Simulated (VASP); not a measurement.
Crystal: CdSe.

```
Cd Se
1.0
     0.00000    2.87396    2.87396
     2.87396    0.00000    2.87396
     2.87396    2.87396    0.00000
Cd Se
1 1
Direct
  0.00000 0.00000 0.00000
  0.50000 0.50000 0.50000
```

```yaml
Program: VASP 6.6.1
Task: relaxation of cell and atoms
Functional: BLYP
Potentials_or_basis: VASP PAW PBE potentials, release 64 (Cd, Se)
Cutoff: 600 eV
k_mesh: 8 × 8 × 8
Occupations: fermi-dirac, width 0.05 eV
Spin: no spin polarisation
```

At the start: pressure 4.1 GPa; volume 23.74 Å³/atom.

Question: How do energy, volume and symmetry change on relaxing?

Answer: Over 3 steps the energy falls by 21.0 meV/atom and the volume is 25.48 Å³/atom (+7.3 %); space group Fm-3m (No. 225, to 0.05 Å).

The path:
| step | energy change (eV) | largest force (eV/Å) | pressure (GPa) | volume (Å³) |
| --- | --- | --- | --- | --- |
| 1 | 0.0000 | 0.0000 | 4.13 | 47.48 |
| 2 | -0.0400 | 0.0000 | -0.79 | 51.80 |
| 3 | -0.0421 | 0.0000 | 0.01 | 50.95 |

Final structure:
```xyz
2
Lattice="0.0000 2.9424 2.9424 2.9424 0.0000 2.9424 2.9424 2.9424 0.0000" Properties=species:S:1:pos:R:3 pbc="T T T"
Cd    0.0000    0.0000    0.0000
Se    2.9424    2.9424    2.9424
```

Caveat: the PAW data sets were made with another functional, which shifts forces and pressure a little.
